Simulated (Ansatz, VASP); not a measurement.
**One calculation of Ag, two programs**

```
Ag
1.0
     2.93418    0.00000    0.00000
    -1.46709    2.54107    0.00000
     0.00000    0.00000    4.79908
Ag
2
Direct
  0.33333 0.66667 0.25000
  0.66667 0.33333 0.75000
```

Alike in both runs: task single point; functional PBE; k mesh 12 × 12 × 7; occupations gaussian, width 0.1 eV; no spin polarisation.

```csv
,VASP,Ansatz
version,VASP 6.6.1,Ansatz 0.2.0
potentials or method,"VASP PAW PBE potentials, release 64 (Ag), cutoff 520 eV","scalar-relativistic, plane waves, PAW"
valence electrons in the cell,22,38
```

|  | VASP | Ansatz | Ansatz less VASP |
| --- | --- | --- | --- |
| gap on the k mesh at the Fermi level (eV) | none | none | - |
| pressure (GPa) | 0.1 | 0.1 | +0.05 |
| traceless stress, the component that is largest in VASP (GPa) | -0.87 | -0.87 | -0.004 |

A gap of «none» marks a metal or a gap that the smearing closes. VASP's potentials hold 22 valence electrons a cell and Ansatz's 38, so a difference there can come from the potentials and not from the codes.
